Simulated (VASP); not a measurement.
Li2GeN:

```xyz
8
Lattice="-3.7448 3.7448 2.1250 3.7448 -3.7448 2.1250 3.7448 3.7448 -2.1250" Properties=species:S:1:pos:R:3 pbc="T T T"
Li    5.5326    0.0000    0.0000
Li    1.9570    0.0000    0.0000
Li    0.0000    5.5326    0.0000
Li    0.0000    1.9570    0.0000
Ge    0.0000    3.7448    1.0625
Ge    3.7448    0.0000    1.0625
N     0.0000    0.0000    0.0000
N     0.0000    0.0000    2.1250
```

The cell was generated, and may not be a known phase.

- Program: VASP 6.6.1
- Task: relaxation of cell and atoms
- Functional: PBE
- Potentials or basis: VASP PAW PBE potentials, release 64 (Li_sv, Ge_d, N)
- Cutoff: 750 eV
- k mesh: 4 × 4 × 4
- Occupations: gaussian, width 0.2 eV
- Spin: no spin polarisation

At the start: pressure 20.3 GPa; volume 14.90 Å³/atom.

Q: Where does the relaxation end?

A: Over 11 steps the energy falls by 683.7 meV/atom and the volume is 21.70 Å³/atom (+45.7 %); space group I4/mmm (No. 139, to 0.1 Å) before and after.

Step by step:
| step | energy change (eV) | largest force (eV/Å) | pressure (GPa) | volume (Å³) |
| --- | --- | --- | --- | --- |
| 1 | 0.0000 | 5.2032 | 20.29 | 119.20 |
| 2 | -4.7415 | 0.7363 | 1.46 | 154.78 |
| 3 | -4.8890 | 0.3577 | 0.40 | 161.06 |
| 4 | -4.9214 | 0.2751 | -0.86 | 174.13 |
| 5 | -4.9443 | 0.0807 | -0.53 | 169.59 |
| 6 | -5.3405 | 0.0912 | -0.62 | 169.92 |
| 7 | -5.4535 | 0.1714 | 0.20 | 169.85 |
| 8 | -5.4549 | 0.1838 | 0.37 | 169.82 |
| 9 | -5.4549 | 0.1793 | 0.31 | 169.83 |
| 10 | -5.4634 | 0.1107 | 0.21 | 171.08 |
| 11 | -5.4697 | 0.0265 | 0.05 | 173.64 |

Final structure:
```yaml
crystal:
  lattice:
    - [-4.47589, 4.47589, 2.16683]
    - [4.47589, -4.47589, 2.16683]
    - [4.47589, 4.47589, -2.16683]
  atoms:
    - { symbol: Li, position: [0.00000, 0.78903, 0.78903] }
    - { symbol: Li, position: [0.00000, 0.21097, 0.21097] }
    - { symbol: Li, position: [0.78903, 0.00000, 0.78903] }
    - { symbol: Li, position: [0.21097, 0.00000, 0.21097] }
    - { symbol: Ge, position: [0.75000, 0.25000, 0.50000] }
    - { symbol: Ge, position: [0.25000, 0.75000, 0.50000] }
    - { symbol: N, position: [0.00000, 0.00000, 0.00000] }
    - { symbol: N, position: [0.50000, 0.50000, 0.00000] }
```

Caveat: the k points lie up to 0.40 Å⁻¹ apart in the final cell, too coarse for converged energies and pressures of a metal; the volume moved by over 15 % at a fixed basis, so the end points are rough.
